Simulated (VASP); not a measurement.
Runs of VASP 6.6.1 on HfN. The structure is that of space group Fm-3m (No. 225), or close to it. The cells are those of the table. 

| task | cell | k mesh | cutoff (eV) | smearing | gap on the mesh (eV) | pressure (GPa) | relaxed volume (Å³/atom) |
| --- | --- | --- | --- | --- | --- | --- | --- |
| single point | a = 3.190 Å, angles 60.0°, 2 atoms | 8 × 8 × 8 | 520 | gaussian 0.1 eV | none | (a) | - |
| single point | a = 3.216 Å, angles 60.0°, 2 atoms | 16 × 16 × 16 | 520 | gaussian 0.1 eV | none | -2.4 | - |
| relaxation of cell and atoms | relaxed from a = 3.216 Å, angles 60.0°, 2 atoms | 16 × 16 × 16 | 600 | fermi-dirac 0.15 eV | none | 0.0 | 11.66 |
| relaxation of cell and atoms | relaxed from a = 3.190 Å, angles 60.0°, 2 atoms | 16 × 16 × 16 | 600 | gaussian 0.1 eV | none | 0.0 | 11.65 |

Alike in all rows: level PBE; potentials or basis VASP PAW PBE potentials, release 64 (Hf_pv, N); no spin polarisation.

Question: Estimate the missing entries.

Answer: (a) 4.5.

Caveats: spin-orbit coupling is left out, which moves the levels of the heavy elements; the cell stands under pressure (at least some runs).

A k mesh can miss the band edges, and the runs leave out spin-orbit coupling on Hf.

A gap of «none» marks levels without a gap at the run's occupations.
